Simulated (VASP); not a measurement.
# Te7Mo4 (a cell with a defect) in VASP: notebook

Runs on Te7Mo4 (a cell with a defect). Level: PBE+D3(BJ). Tasks: single point.

Everything below comes from runs of VASP 6.6.1. Logs are shortened: lines on timing, memory, paths and dates and some standing lists are left out, and cuts for length are marked.

## (1) The cell of the first run

The cell holds a defect, 11 atoms: a = 6.990 Å, b = 6.990 Å, c = 7.624 Å, α = 90.00°, β = 90.00°, γ = 120.00°.

## (2) Single point, PBE+D3(BJ)

File INCAR:

```
PREC     = Accurate       # precision mode
ENCUT    = 520            # plane-wave cutoff, eV
EDIFF    = 1E-7           # SCF threshold, eV
ISMEAR   = 0              # smearing method
SIGMA    = 0.05           # smearing width, eV
LREAL    = False          # projectors in reciprocal space
LASPH    = True           # aspherical terms in the spheres
NELM     = 100            # most SCF steps
ALGO     = Fast           # electronic algorithm
ISIF     = 2              # what is computed and relaxed
LWAVE    = False          # write WAVECAR
LCHARG   = True           # write CHGCAR
GGA      = PE             # functional
IVDW     = 12             # dispersion correction
LELF     = True           # ELF
LVHAR    = True         
NELECT   = 96.0         
NBANDS   = 60             # bands
```

File KPOINTS:

```
Automatic mesh
0
Gamma
  6 6 4
```

File POSCAR:

```
Te7Mo4
1.0
    3.4951625106     -6.0537990491      0.0000000000
   -6.9903250212      0.0000000000      0.0000000000
    0.0000000000      0.0000000000     -7.6242894603
Te Mo
7 4
Direct
    0.6713517314      0.2177034628      0.2385782919
    0.1666666667      0.8333333333      0.2385782919
    0.6666666667      0.8333333333      0.2385782919
    0.1666666667      0.3333333333      0.7614217081
    0.6666666667      0.3333333333      0.7614217081
    0.1666666667      0.8333333333      0.7614217081
    0.6666666667      0.8333333333      0.7614217081
    0.0000000000      0.5000000000      0.0000000000
    0.5000000000      0.5000000000      0.0000000000
    0.0000000000      1.0000000000      0.0000000000
    0.5000000000      1.0000000000      0.0000000000
```

Potentials or basis: VASP PAW PBE potentials, release 64 (Te, Mo_sv).

Command:

```bash
$ cat potpaw_PBE.64/Te/POTCAR potpaw_PBE.64/Mo_sv/POTCAR > POTCAR
$ mpirun -np 1 vasp_std > vasp.out
```

OUTCAR:

```text
PREC = Accurate
   ENCUT = 520
   EDIFF = 1E-7
   ISMEAR = 0
   LREAL = False
   LASPH = True
   NELM = 100
   ISIF = 2
   GGA = PE
   IVDW = 12
   NELECT = 96.0
 IVDW          = 12

 ion  position               nearest neighbor table
   1  0.671  0.218  0.239-  11 2.29   3 2.67   8 2.82   2 3.19   9 3.32
   2  0.167  0.833  0.239-   8 2.72  11 2.72  10 2.72   1 3.19   3 3.50   3 3.50   6 3.64
   3  0.667  0.833  0.239-   1 2.67   9 2.72  10 2.72  11 2.72   2 3.50   2 3.50   7 3.64
   4  0.167  0.333  0.761-  10 2.72   9 2.72   8 2.72   6 3.50   6 3.50   5 3.50   7 3.50   5 3.50
                             7 3.50
   5  0.667  0.333  0.761-  11 2.72   8 2.72   9 2.72   7 3.50   7 3.50   6 3.50   4 3.50   4 3.50
                             6 3.50
   6  0.167  0.833  0.761-   8 2.72  11 2.72  10 2.72   4 3.50   4 3.50   5 3.50   7 3.50   7 3.50
                             5 3.50   2 3.64
   7  0.667  0.833  0.761-   9 2.72  10 2.72  11 2.72   5 3.50   5 3.50   4 3.50   6 3.50   6 3.50
                             4 3.50   3 3.64
   8  0.000  0.500  0.000-   2 2.72   6 2.72   5 2.72   4 2.72   1 2.82
   9  0.500  0.500  0.000-   3 2.72   7 2.72   4 2.72   5 2.72   1 3.32
  10  0.000  0.000  0.000-   4 2.72   3 2.72   7 2.72   6 2.72   2 2.72
  11  0.500  0.000  0.000-   1 2.29   5 2.72   2 2.72   6 2.72   3 2.72   7 2.72

  LATTYP: Found a hexagonal cell.
 ALAT       =     6.9903250212
 C/A-ratio  =     1.0906916970

  Lattice vectors:

 A1 = (   3.4951625106,  -6.0537990491,   0.0000000000)
 A2 = (  -6.9903250212,   0.0000000000,   0.0000000000)
 A3 = (   0.0000000000,   0.0000000000,  -7.6242894603)

Analysis of symmetry for initial positions (statically):
=====================================================================
 Subroutine PRICEL returns:
 Original cell was already a primitive cell.

 Routine SETGRP: Setting up the symmetry group for a
 hexagonal supercell.

 Subroutine GETGRP returns: Found  1 space group operations
 (whereof  1 operations were pure point group operations)
 out of a pool of 24 trial point group operations.

The static configuration has the point symmetry C_1 .

Analysis of symmetry for dynamics (positions and initial velocities):
=====================================================================
 Subroutine PRICEL returns:
 Original cell was already a primitive cell.

 Routine SETGRP: Setting up the symmetry group for a
 hexagonal supercell.

 Subroutine GETGRP returns: Found  1 space group operations
 (whereof  1 operations were pure point group operations)
 out of a pool of 24 trial point group operations.

The dynamic configuration has the point symmetry C_1 .

 Subroutine INISYM returns: Found  1 space group operations
 (whereof  1 operations are pure point group operations),
 and found     1 'primitive' translations

----------------------------------------------------------------------------------------

                                     Primitive cell

  volume of cell :     322.6449

  direct lattice vectors                    reciprocal lattice vectors
     3.495162511 -6.053799049  0.000000000     0.000000000 -0.165185529  0.000000000
    -6.990325021  0.000000000  0.000000000    -0.143054865 -0.082592765  0.000000000
     0.000000000  0.000000000 -7.624289460     0.000000000  0.000000000 -0.131159763

  length of vectors
     6.990325021  6.990325021  7.624289460     0.165185529  0.165185529  0.131159763

  position of ions in fractional coordinates (direct lattice)
     0.671351731  0.217703463  0.238578292
     0.166666667  0.833333333  0.238578292
     0.666666667  0.833333333  0.238578292
     0.166666667  0.333333333  0.761421708
     0.666666667  0.333333333  0.761421708
     0.166666667  0.833333333  0.761421708
     0.666666667  0.833333333  0.761421708
     0.000000000  0.500000000  0.000000000
     0.500000000  0.500000000  0.000000000
     0.000000000  0.000000000  0.000000000
     0.500000000  0.000000000  0.000000000

  ion indices of the primitive-cell ions
   primitive index   ion index
                 1           1
                 2           2
                 3           3
                 4           4
                 5           5
                 6           6
                 7           7
                 8           8
                 9           9
                10          10
                11          11

----------------------------------------------------------------------------------------

 KPOINTS: Automatic mesh

Automatic generation of k-mesh.
 Grid dimensions read from file:
 generate k-points for:    6    6    4

 Generating k-lattice:

  Cartesian coordinates                     Fractional coordinates (reciprocal lattice)
     0.000000000 -0.027530922  0.000000000     0.166666667  0.000000000  0.000000000
    -0.023842477 -0.013765461  0.000000000     0.000000000  0.166666667  0.000000000
     0.000000000  0.000000000 -0.032789941     0.000000000  0.000000000  0.250000000

  Length of vectors
     0.027530922  0.027530922  0.032789941

  Shift w.r.t. Gamma in fractional coordinates (k-lattice)
     0.000000000  0.000000000  0.000000000

 Subroutine IBZKPT returns following result:
 ===========================================

 Found     76 irreducible k-points:

 Following reciprocal coordinates:
            Coordinates               Weight
  0.000000  0.000000  0.000000      1.000000
  0.166667  0.000000  0.000000      2.000000
  0.000000  0.166667  0.000000      2.000000
 -0.166667  0.166667  0.000000      2.000000
  0.333333  0.000000  0.000000      2.000000
  0.000000  0.333333  0.000000      2.000000
[... 16 lines left out ...]
  0.000000  0.166667  0.250000      2.000000
 -0.166667  0.166667  0.250000      2.000000
 [... further k-points ...]
   k-points           NKPTS =     76   k-points in BZ     NKDIM =     76   number of bands    NBANDS=     60
   number of dos      NEDOS =    301   number of ions     NIONS =     11
   total plane-waves  NPLWV = 174960
   dimension x,y,z NGX =    54 NGY =   54 NGZ =   60
   dimension x,y,z NGXF=   108 NGYF=  108 NGZF=  120
   ions per type =               7   4
   NGX,Y,Z   is equivalent  to a cutoff of  12.84, 12.84, 13.08 a.u.
   NGXF,Y,Z  is equivalent  to a cutoff of  25.68, 25.68, 26.17 a.u.
 SYSTEM =  unknown system
   PREC   = accura    normal or accurate (medium, high low for compatibility)
   ISTART =      0    job   : 0-new  1-cont  2-samecut
   ICHARG =      2    charge: 1-file 2-atom 10-const
   ISPIN  =      1    spin polarized calculation?
   LNONCOLLINEAR =      F non collinear calculations
   LSORBIT =      F    spin-orbit coupling
   LASPH  =      T    aspherical Exc in radial PAW
   ENCUT  =  520.0 eV  38.22 Ry    6.18 a.u.  13.00 13.00 14.18*2*pi/ulx,y,z
   NELM   =    100;   NELMIN=  2; NELMDL= -5     # of ELM steps
   EDIFF  = 0.1E-06   stopping-criterion for ELM
   LREAL  =      F    real-space projection
   EDIFFG = 0.1E-05   stopping-criterion for IOM
   NSW    =      0    number of steps for IOM
   IBRION =     -1    ionic relax: 0-MD 1-quasi-New 2-CG
   NFREE  =      0    steps in history (QN), initial steepest desc. (CG)
   ISIF   =      2    stress and relaxation
   ISYM   =      2    0-nonsym 1-usesym 2-fastsym
   POTIM  = 0.5000    time-step for ionic-motion
   TEBEG  =    0.0;   TEEND  =   0.0 temperature during run
   PSTRESS=    0.0 pullay stress
   NELECT =      96.0000    total number of electrons
   NUPDOWN=      -1.0000    fix difference up-down
   EMIN   =  10.00;   EMAX   =-10.00  energy-range for DOS
   EFERMI =   0.00;   METHOD = LEGACY
   ISMEAR =     0;   SIGMA  =   0.05  broadening in eV -4-tet -1-fermi 0-gaus
   EFERMI_NEDOS =   21; number of points for ismear=-14 and -15
   IALGO  =     68    algorithm
   IMIX   =      4    mixing-type and parameters
     AMIX     =   0.40;   BMIX     =  1.00
     AMIX_MAG =   1.60;   BMIX_MAG =  1.00
  volume/ion in A,a.u.               =      29.33       197.94
  Fermi-wavevector in a.u.,A,eV,Ry     =   1.092925  2.065329 16.251953  1.194485
  Thomas-Fermi vector in A             =   2.229200
   LORBIT       =      0    0 simple, 1 ext, 2 COOP (PROOUT), +10 PAW based schemes
   GGA     = PE    functional components
   LHFCALC =     F    Hartree Fock is set to
   AEXX    =    0.0000 exact exchange contribution
   IVDW    =    12    specifies the selected vdW correction
   LEPSILON=     F    determine dielectric tensor
   LRPA    =     F    only Hartree local field effects (RPA)
 non-spin polarized calculation
 RMM-DIIS sequential band-by-band and
 Gauss-broadening in eV      SIGMA  =   0.05
  energy-cutoff  :      520.00
  volume of cell :      322.64
 maximum number of plane-waves:      8715
 NGX is ok and might be reduce to    54
   NGX = 25   NGY = 25   NGZ = 29

 number of electron      96.0000002 magnetization

 Free energy of the ion-electron system (eV)
  ---------------------------------------------------
  ext. energy  EPLUGINS =         0.00000000
  ---------------------------------------------------
  free energy    TOTEN  =       -75.75399000 eV

  energy without entropy =      -75.74154358  energy(sigma->0) =      -75.74776679

 E-fermi :   5.9742     XC(G=0):  -9.2365

 val. band max:        5.9740561518   @ k =  -0.1667  -0.1667   0.2500
 cond. band min:       5.9765653495   @ k =   0.3333   0.1667   0.0000
 fundamental gap:      0.0025091977
 Fermi energy:         5.9741915257

 k-point     1 :       0.0000    0.0000    0.0000
  band No.  band energies     occupation
      1     -54.9294      2.00000
      2     -54.9085      2.00000
      3     -54.8366      2.00000
      4     -54.7757      2.00000
      5     -29.1834      2.00000
      6     -29.1479      2.00000
[... 1501 lines left out ...]
     59       8.9188      0.00000
     60       9.1326      0.00000

 [... further k-points ...]

------------------------ aborting loop because EDIFF is reached ----------------------------------------

 Edisp (eV)   -5.14281

 E8    (eV) :    -2.3748

  FORCE on cell =-STRESS in cart. coord.  units (eV):
  Direction    XX          YY          ZZ          XY          YZ          ZX
  --------------------------------------------------------------------------------------
  -------------------------------------------------------------------------------------
  Total     -23.94105   -26.21379   -11.85976     2.13336     6.49892     5.86790
  in kB    -118.88553  -130.17141   -58.89272    10.59375    32.27206    29.13861
  external pressure =     -102.65 kB  Pullay stress =        0.00 kB

 VOLUME and BASIS-vectors are now :
 -----------------------------------------------------------------------------
  energy-cutoff  :      520.00
  volume of cell :      322.64
      direct lattice vectors                 reciprocal lattice vectors
     3.495162511 -6.053799049  0.000000000     0.000000000 -0.165185529  0.000000000
    -6.990325021  0.000000000  0.000000000    -0.143054865 -0.082592765  0.000000000
     0.000000000  0.000000000 -7.624289460     0.000000000  0.000000000 -0.131159763

 POSITION                                       TOTAL-FORCE (eV/Angst)
 -----------------------------------------------------------------------------------
      0.82467     -4.06423     -1.81899        -6.383529     -4.066025     -5.561726
     -5.24274     -1.00897     -1.81899         0.060293      0.937849     -0.329848
     -3.49516     -4.03587     -1.81899         3.152401     -0.160356     -0.622045
     -1.74758     -1.00897     -5.80530        -0.036467     -0.136398     -0.048135
      0.00000     -4.03587     -5.80530        -0.569413     -0.130023      0.149820
     -5.24274     -1.00897     -5.80530        -0.044326      0.602567      0.302168
     -3.49516     -4.03587     -5.80530         0.591936     -0.030628      0.225701
     -3.49516      0.00000      0.00000         0.655438      0.290221     -0.042643
     -1.74758     -3.02690      0.00000         0.374787      0.244227      0.142978
      0.00000      0.00000      0.00000        -0.493701     -0.588804      0.161299
      1.74758     -3.02690      0.00000         2.692582      3.037370      5.622430
 -----------------------------------------------------------------------------------
    total drift:                                0.000086     -0.000013     -0.000315

  FREE ENERGIE OF THE ION-ELECTRON SYSTEM (eV)
  ---------------------------------------------------
  free  energy   TOTEN  =       -80.8967966237 eV

  energy  without entropy=      -80.8843501995  energy(sigma->0) =      -80.89057341
```

Wall time 62 min (1 thread of Oxide Virtual Turin-like, shared host); peak memory 1.1 GiB.

What came out:

```
Free energy                : -80.8968 eV
Largest force              : 9.392 eV/Å
Dispersion energy per atom : -0.468 eV
```

Forces on the atoms (eV/Å):
```
Te  -6.384 -4.066 -5.562
Te   0.060  0.938 -0.330
Te   3.152 -0.160 -0.622
Te  -0.036 -0.136 -0.048
Te  -0.569 -0.130  0.150
Te  -0.044  0.603  0.302
Te   0.592 -0.031  0.226
Mo   0.655  0.290 -0.043
Mo   0.375  0.244  0.143
Mo  -0.494 -0.589  0.161
Mo   2.693  3.037  5.622
```

Levels at points of the mesh, in eV from the Fermi level:
| k point | band 46 | band 47 | band 48 | band 49 | band 50 | band 51 |
| --- | --- | --- | --- | --- | --- | --- |
| (0.00, 0.00, 0.00) | -0.62 | -0.42 | -0.04 | 0.52 | 0.98 | 1.09 |
| (0.50, 0.00, 0.00) | -0.48 | -0.45 | -0.17 | -0.12 | 0.41 | 0.70 |
| (0.00, 0.50, 0.00) | -0.66 | -0.59 | -0.13 | 0.15 | 0.45 | 0.87 |
| (0.50, 0.50, 0.00) | -0.59 | -0.49 | -0.13 | -0.08 | 0.41 | 0.70 |
| (0.00, 0.00, 0.50) | -0.37 | -0.24 | -0.09 | 0.53 | 0.98 | 1.10 |
| (0.50, 0.00, 0.50) | -0.55 | -0.44 | -0.18 | -0.12 | 0.42 | 0.79 |
| (0.00, 0.50, 0.50) | -0.67 | -0.47 | -0.14 | 0.12 | 0.49 | 0.96 |
| (0.50, 0.50, 0.50) | -0.51 | -0.50 | -0.17 | 0.04 | 0.37 | 0.81 |

Caveat: the cell carries a net charge on a neutralising background, which shifts energy and pressure; the cell differs from its parent crystal (atoms taken out, atom 1 moved -0.125 of the way to it and +0.700 Å across, host rigid); the cell is charged against a uniform background, so pressure and absolute levels hang on convention; spin-orbit coupling is left out, which moves the levels of the heavy elements.

## (3) Single point, PBE+D3(BJ)

File INCAR:

```
  PREC = Accurate
  ENCUT = 520
  EDIFF = 1E-6
  ISMEAR = 0
  SIGMA = 0.05
  LREAL = F
  LASPH = T
  NELM = 80
  ALGO = Fast
  ISIF = 2
  LWAVE = F
  LCHARG = T
  GGA = PE
  IVDW = 12
  LELF = T
  LVHAR = T
  NBANDS = 60
  NELECT = 96.0
```

KPOINTS is that of step 2.

POSCAR, as its differences from that of step 2:

```diff
@@ -8,3 +8,3 @@
 Direct
-    0.6713517314      0.2177034628      0.2385782919
+    0.4358054652      0.2466109305      0.2385782919
     0.1666666667      0.8333333333      0.2385782919
```

Potentials or basis: VASP PAW PBE potentials, release 64 (Te, Mo_sv).

Command:

```bash
$ cat potpaw_PBE.64/Te/POTCAR potpaw_PBE.64/Mo_sv/POTCAR > POTCAR
$ mpirun -np 1 vasp_std > vasp.out
```

Run time: 80 min. Hardware: 1 thread of Oxide Virtual Turin-like, shared host; peak memory 1.1 GiB.

The run converged. Its results:

```yaml
Free_energy: -81.5314 eV
Largest_force: 4.728 eV/Å
Dispersion_energy_per_atom: -0.468 eV
```

Forces on the atoms (eV/Å):
```
Te  -1.855 -2.001 -3.608
Te   3.613  2.968 -0.705
Te  -0.274 -0.255 -0.318
Te  -0.267  0.025 -0.037
Te  -0.219 -0.400  0.031
Te   0.335  0.357 -0.028
Te   0.022 -0.278  0.451
Mo   0.321  0.291  0.504
Mo  -1.390 -0.112  2.708
Mo  -0.562 -0.464  0.237
Mo   0.276 -0.130  0.765
```

Levels at points of the mesh, in eV from the Fermi level:
```
           k point  band 46  band 47  band 48  band 49  band 50  band 51
(0.00, 0.00, 0.00)    -0.75    -0.55    -0.22     0.72     0.90     1.04
(0.50, 0.00, 0.00)    -0.54    -0.44    -0.30     0.04     0.21     0.66
(0.00, 0.50, 0.00)    -0.90    -0.61    -0.07     0.03     0.38     0.65
(0.50, 0.50, 0.00)    -0.55    -0.39    -0.22     0.03     0.21     0.63
(0.00, 0.00, 0.50)    -0.65    -0.40    -0.17     0.74     0.86     1.05
(0.50, 0.00, 0.50)    -0.64    -0.46    -0.31     0.10     0.22     0.68
(0.00, 0.50, 0.50)    -0.78    -0.69    -0.23     0.03     0.53     0.68
(0.50, 0.50, 0.50)    -0.58    -0.54    -0.23     0.08     0.24     0.65
```

Caveat: the cell carries a net charge on a neutralising background, which shifts energy and pressure; the cell differs from its parent crystal (atoms taken out, atom 1 moved 0.375 of the way to it and +0.525 Å across, host rigid); the cell is charged against a uniform background, so pressure and absolute levels hang on convention; spin-orbit coupling is left out, which moves the levels of the heavy elements.

## (4) Single point, PBE+D3(BJ)

File INCAR:

```
PREC = Accurate ; ENCUT = 520
EDIFF = 1E-6 ; ISMEAR = 0
SIGMA = 0.05 ; LREAL = F
LASPH = T ; NELM = 60
ALGO = Fast ; ISIF = 2
LWAVE = F ; LCHARG = F
GGA = PE ; IVDW = 12
NELECT = 96.0 ; NBANDS = 60
```

File KPOINTS:

```
regular mesh
0
Gamma
  6 6 4
```

File POSCAR:

```
Te7Mo4
1.0
    3.4951625504     -6.0537991181      0.0000000000
   -6.9903251009      0.0000000000      0.0000000000
    0.0000000000      0.0000000000     -7.6242845190
Te Mo
7 4
Direct
    0.5578316013      0.4489632025      0.2385784197
    0.1666666667      0.8333333333      0.2385784197
    0.6666666667      0.8333333333      0.2385784197
    0.1666666667      0.3333333333      0.7614215803
    0.6666666667      0.3333333333      0.7614215803
    0.1666666667      0.8333333333      0.7614215803
    0.6666666667      0.8333333333      0.7614215803
    0.0000000000      0.5000000000      0.0000000000
    0.5000000000      0.5000000000      0.0000000000
    0.0000000000      0.0000000000      0.0000000000
    0.5000000000      0.0000000000      0.0000000000
```

Command:

```bash
$ cat potpaw_PBE.64/Te/POTCAR potpaw_PBE.64/Mo_sv/POTCAR > POTCAR
$ mpirun -np 1 vasp_std > vasp.out
```

It took 43 min on 1 thread of Oxide Virtual Turin-like, shared host; peak memory 1.1 GiB.

Results (log left out):

```yaml
Free_energy: -74.3058 eV
Largest_force: 32.491 eV/Å
Dispersion_energy_per_atom: -0.468 eV
```

Forces in eV/Å, atoms in the order of the input:
```
Te   15.952  -2.884 -28.158
Te    0.180  -0.106  -0.421
Te   -7.464  -2.360  -0.544
Te   -0.111   0.384   0.075
Te    0.050  -0.222   0.111
Te    0.253   0.166  -0.061
Te   -0.330  -0.097   0.545
Mo    0.345   0.323   0.226
Mo   -8.198   5.116  27.593
Mo   -0.308  -0.413   0.377
Mo   -0.369   0.093   0.256
```

Levels at points of the mesh, in eV from the Fermi level:
```
           k point  band 46  band 47  band 48  band 49  band 50  band 51
(0.00, 0.00, 0.00)    -0.59    -0.37    -0.16     0.71     0.94     1.19
(0.50, 0.00, 0.00)    -0.42    -0.40    -0.13    -0.02     0.38     0.77
(0.00, 0.50, 0.00)    -0.62    -0.50    -0.31     0.17     0.46     0.98
(0.50, 0.50, 0.00)    -0.58    -0.33    -0.13     0.04     0.35     0.87
(0.00, 0.00, 0.50)    -0.31    -0.21    -0.18     0.74     0.84     1.19
(0.50, 0.00, 0.50)    -0.49    -0.43    -0.11     0.05     0.36     0.84
(0.00, 0.50, 0.50)    -0.67    -0.55    -0.35     0.16     0.50     1.06
(0.50, 0.50, 0.50)    -0.56    -0.41    -0.16     0.02     0.38     0.91
```

Caveat: the cell carries a net charge on a neutralising background, which shifts energy and pressure; the cell differs from its parent crystal (atoms taken out, atom 1 moved 0.333 of the way to it and -0.700 Å across, host rigid); the cell is charged against a uniform background, so pressure and absolute levels hang on convention; atoms lie so close that the PAW spheres overlap strongly, which falsifies energies and pressures; spin-orbit coupling is left out, which moves the levels of the heavy elements.
